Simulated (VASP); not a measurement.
**Al: relaxation of cell and atoms with PBE**

Al:

```
Al
1.0
     0.00000    1.99923    1.99923
     1.99923    0.00000    1.99923
     1.99923    1.99923    0.00000
Al
1
Cartesian
  0.0000 0.0000 0.0000
```

| Property | Result |
| --- | --- |
| Program | VASP 6.6.1 |
| Task | relaxation of cell and atoms |
| Functional | PBE |
| Potentials or basis | VASP PAW PBE potentials, release 64 (Al) |
| Cutoff | 600 eV |
| k mesh | 17 × 17 × 17 |
| Occupations | fermi-dirac, width 0.05 eV |
| Spin | no spin polarisation |
| Target pressure | 2.6 GPa |
| Dipole correction | no |
| Further INCAR settings | ALGO = Normal; EDIFF = 1e-06; IBRION = 2; EDIFFG = -0.005; NSW = 32; ISIF = 3 |

| Quantity | Value |
| --- | --- |
| Pressure after relaxing | 2.6 GPa |

Final structure:
```
Al
1.0
     0.00000    1.99923    1.99923
     1.99923    0.00000    1.99923
     1.99923    1.99923    0.00000
Al
1
Direct
  0.00000 0.00000 0.00000
```

Levels at points of the mesh, in eV from the Fermi level:
```
           k point  band 1  band 2  band 3  band 4  band 5
(0.00, 0.00, 0.00)  -11.37   12.79   12.79   12.79   14.53
```

Wall time 8.6 s on 1 thread of Intel(R) Xeon(R) Platinum 8488C (Sapphire Rapids) (shared host), peak memory 0.13 GiB.

Caveat: the relaxation stopped at its first step, so nothing moved; the cell is relaxed towards a set pressure, so the enthalpy falls and the energy may rise.
